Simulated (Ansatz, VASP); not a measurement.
# One calculation of Al, two programs

File INCAR:

```
SYSTEM = Al
PREC = Accurate ; ENCUT = 520
EDIFF = 1E-6 ; ISMEAR = 0
SIGMA = 0.15 ; LREAL = .FALSE.
LASPH = .TRUE. ; NELM = 100
ALGO = Fast ; ISIF = 2
LWAVE = .FALSE. ; LCHARG = .FALSE.
GGA = PE ; IVDW = 12
NBANDS = 8
```

The input KPOINTS:

```
regular mesh
0
G
  26 26 26
  0 0 0
```

POSCAR

```
Al
1.0
   -0.0199136283      1.9913628292      1.9913628292
    1.9913628292     -0.0199136283      1.9913628292
    1.9714492009      1.9714492009      0.0000000000
Al
1
Direct
    0.0000000000      0.0000000000      0.0000000000
```

Input for Ansatz:

```yaml
crystal:
  lattice:
    - [-0.0199136283, 1.9913628292, 1.9913628292]
    - [1.9913628292, -0.0199136283, 1.9913628292]
    - [1.9714492009, 1.9714492009, 0.0]
  atoms:
    - { symbol: Al, position: [0.0, 0.0, 0.0] }
basis:
  ecutwfc: 420
kpoints:
  mp_grid: { grid: [26, 26, 26] }
hamiltonian:
  xc: pbe
  dispersion: d3bj
scf:
  occupations: { method: gaussian, width: 0.15 }
output:
  forces: true
  stress: true
  eigenvalues: true
```

Change from the starting cell: strain -0.0200 x Voigt [0, 0, 0, 0, 0, 1], atoms carried along.

Alike in both runs: task single point; functional PBE; dispersion D3(BJ); k mesh 26 × 26 × 26; occupations gaussian, width 0.15 eV; no spin polarisation.

```csv
,VASP,Ansatz
version,VASP 6.6.1,Ansatz 0.2.0
potentials or method,"VASP PAW PBE potentials, release 64 (Al), cutoff 520 eV","scalar-relativistic, plane waves, PAW"
valence electrons in the cell,3,3
```

Ansatz gave:

| Item | Value |
| --- | --- |
| gap on the k mesh at the Fermi level (eV) | none |
| pressure (GPa) | 0.1 |
| traceless stress, the component that is largest in VASP (GPa) | 1.01 |

Question: Estimate VASP's values.

Answer: gap on the k mesh at the Fermi level (eV): none; pressure (GPa): 0.0; traceless stress, the component that is largest in VASP (GPa): 1.01.

A gap of «none» marks a metal or a gap that the smearing closes.
